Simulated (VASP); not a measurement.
Here is a VASP 6.6.1 calculation.

File POSCAR:

```
MgCdSe2
1.0
    1.9756470080      1.1406403319      6.4511070716
   -1.9756470080      1.1406403319      6.4511070716
    0.0000000000     -2.2812806638      6.4511070716
Mg Cd Se
1 1 2
Direct
    1.0000000000      0.0000000000      0.0000000000
    0.5000000000      0.5000000000      0.5000000000
    0.2533357355      0.2533357355      0.2533357355
    0.7466642645      0.7466642645      0.7466642645
```

INCAR.step1

```
SYSTEM = MgCdSe2
ALGO = Normal
EDIFF = 1E-4
ENCUT = 520
GGA = PE
ISMEAR = 0
LASPH = .TRUE.
LCHARG = .FALSE.
LREAL = .FALSE.
LWAVE = .TRUE.
NBANDS = 21
NELM = 80
PREC = Accurate
SIGMA = 0.01
```

File INCAR.step2:

```
SYSTEM = MgCdSe2
ALGO = Normal
EDIFF = 1E-6
ENCUT = 520
ISIF = 2
ISMEAR = 0
ISTART = 1
LASPH = .TRUE.
LCHARG = .FALSE.
LMIXTAU = .TRUE.
LREAL = .FALSE.
LWAVE = .FALSE.
METAGGA = R2SCAN
NBANDS = 21
NELM = 80
PREC = Accurate
SIGMA = 0.01
```

Contents of KPOINTS:

```
k-points
0
G
  6 6 6
  0 0 0
```

Potentials or basis: VASP PAW PBE potentials, release 64 (Mg, Cd, Se).

Command:

```console
$ cat potpaw_PBE.64/Mg/POTCAR potpaw_PBE.64/Cd/POTCAR potpaw_PBE.64/Se/POTCAR > POTCAR
$ cp INCAR.step1 INCAR
$ mpirun -np 1 vasp_std > vasp.out
$ cp INCAR.step2 INCAR
$ mpirun -np 1 vasp_std > vasp.out
```

**Question.** Estimate the pressure.

**Answer.** 0.1 GPa.

**Question.** What does it give for the band gap on the k mesh?

**Answer.** 1.14 eV, indirect (least direct gap 1.35 eV).

Forces on the atoms (eV/Å):
```
Mg   0.000  0.000  0.000
Cd   0.000  0.000  0.000
Se   0.000  0.000  0.056
Se   0.000  0.000 -0.056
```

Caveat: the PAW data sets were made with another functional, which shifts forces and pressure a little. A k mesh can miss the band edges.
